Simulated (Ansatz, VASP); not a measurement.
# One calculation of Cd, two programs

File INCAR:

```
ALGO = Normal ; EDIFF = 1E-6
ENCUT = 520 ; GGA = RP
ISIF = 2 ; ISMEAR = -1
LASPH = T ; LCHARG = F
LREAL = F ; LWAVE = F
NBANDS = 25 ; NELM = 60
PREC = Accurate ; SIGMA = 0.1
```

KPOINTS

```
k-points
0
Gamma
  8 8 11
```

Contents of POSCAR:

```
Cd
1.0
    5.0392789117      0.0000000000      0.0000000000
   -2.5196394558      4.3641435543      0.0000000000
    0.0000000000      0.0000000000      3.0418766384
Cd
3
Direct
    0.0000000000      1.0000000000      0.0000000000
    0.3333333333      0.6666666667      0.5000000000
    0.6666666667      0.3333333333      0.5000000000
```

Input for Ansatz:

```yaml
crystal:
  lattice:
    - [5.0392789117, 0.0, 0.0]
    - [-2.5196394558, 4.3641435543, 0.0]
    - [0.0, 0.0, 3.0418766384]
  atoms:
    - { symbol: Cd, position: [0.0, 1.0, 0.0] }
    - { symbol: Cd, position: [0.3333333333, 0.6666666667, 0.5] }
    - { symbol: Cd, position: [0.6666666667, 0.3333333333, 0.5] }
hamiltonian:
  xc: rpbe
  pseudopotentials:
    kind: paw
    azcp:
      Cd: "pseudopotentials/Cd.paw.azcp"
basis:
  ecutwfc: 420
  fft_grid_basis: typed
kpoints:
  mp_grid: { grid: [8, 8, 11], shift: [0, 0, 0] }
magnetization:
  spin_polarized: false
scf:
  occupations: { method: fermi_dirac, width: 0.1 }
  lower_state_search: "off"
output:
  stress: true
```

Alike in both runs: task single point; functional RPBE; k mesh 8 × 8 × 11; occupations fermi-dirac, width 0.1 eV; no spin polarisation.

|  | VASP | Ansatz |
| --- | --- | --- |
| version | VASP 6.6.1 | Ansatz 0.2.0 |
| potentials or method | VASP PAW PBE potentials, release 64 (Cd), cutoff 520 eV | plane waves (420 eV) with PAW, scalar-relativistic |
| valence electrons in the cell | 36 | 60 |

Ansatz gave:

* pressure (GPa): 5.0
* traceless stress, the component that is largest in VASP (GPa): -0.06

Question: Estimate VASP's values.

Answer: Pressure (GPa): 5.3; traceless stress, the component that is largest in VASP (GPa): -0.06.

VASP's potentials were made for PBE, not for RPBE. VASP's potentials hold 36 valence electrons a cell and Ansatz's 60, so a difference there can come from the potentials and not from the codes.
